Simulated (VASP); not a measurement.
Crystal: Pb.

```
Pb
1.0
     2.47502    2.47502    0.00000
    -2.47502    2.47502    0.00000
     0.00000    2.47502    2.47502
Pb
1
Direct
  0.00000 0.00000 0.00000
```

- Program: VASP 6.6.1
- Task: relaxation of cell and atoms
- Functional: r2SCAN
- Potentials or basis: VASP PAW PBE potentials, release 64 (Pb_d)
- Cutoff: 600 eV
- k mesh: 12 × 12 × 12
- Occupations: fermi-dirac, width 0.05 eV
- Spin: no spin polarisation

At the start: pressure 1.5 GPa; volume 30.32 Å³/atom.

Task: Where does the relaxation end?

Result: Over 3 steps the energy falls by 4.9 meV/atom and the volume is 31.36 Å³/atom (+3.4 %); space group Fm-3m (No. 225, to 0.05 Å).

Step by step:
| step | energy change (eV) | largest force (eV/Å) | pressure (GPa) | volume (Å³) |
| --- | --- | --- | --- | --- |
| 1 | 0.0000 | 0.0000 | 1.55 | 30.32 |
| 2 | -0.0046 | 0.0000 | -0.36 | 31.63 |
| 3 | -0.0049 | 0.0000 | 0.01 | 31.36 |

Final structure:
```
Pb
1.0
     2.50283    2.50283    0.00000
    -2.50283    2.50283    0.00000
     0.00000    2.50283    2.50283
Pb
1
Direct
  0.00000 0.00000 0.00000
```

Caveat: the PAW data sets were made with another functional, which shifts forces and pressure a little.
